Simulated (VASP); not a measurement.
In, 4 atoms in the cell. The structure is orthorhombic, space group Cmce (No. 64). The conventional cell has a = 6.288 Å, b = 4.156 Å, c = 8.476 Å, α = 90.00°, β = 90.00°, γ = 90.00°. Within 3.1 Å of In (site symmetry m) lie 3 In at 2.34 to 3.07 Å. 

| Item | Value |
| --- | --- |
| Program | VASP 6.6.1 |
| Task | relaxation of cell and atoms |
| Functional | PBEsol |
| Potentials or basis | VASP PAW PBE potentials, release 64 (In_d) |
| Cutoff | 600 eV |
| k mesh | 6 × 6 × 2 |
| Occupations | gaussian, width 0.1 eV |
| Spin | no spin polarisation |
| Dipole correction | no |
| Further INCAR settings | ALGO = Normal; EDIFF = 1e-06; IBRION = 2; EDIFFG = -0.04; NSW = 90; ISIF = 3 |

Potentials or basis: VASP PAW PBE potentials, release 64 (In_d).

Command:

```sh
$ cat potpaw_PBE.64/In_d/POTCAR > POTCAR
$ mpirun -np 1 vasp_std > vasp.out
```

Hardware: 1 thread of AMD EPYC 9R45 96-Core Processor (Zen 5), with other jobs on the host.

**Question.** How long does it take, and how much memory?

**Answer.** Run time: 17 min on 1 thread of AMD EPYC 9R45 96-Core Processor (Zen 5), on a shared host, peak memory 0.26 GiB. Counts: scf iterations 257, k points 26, ion steps 30.
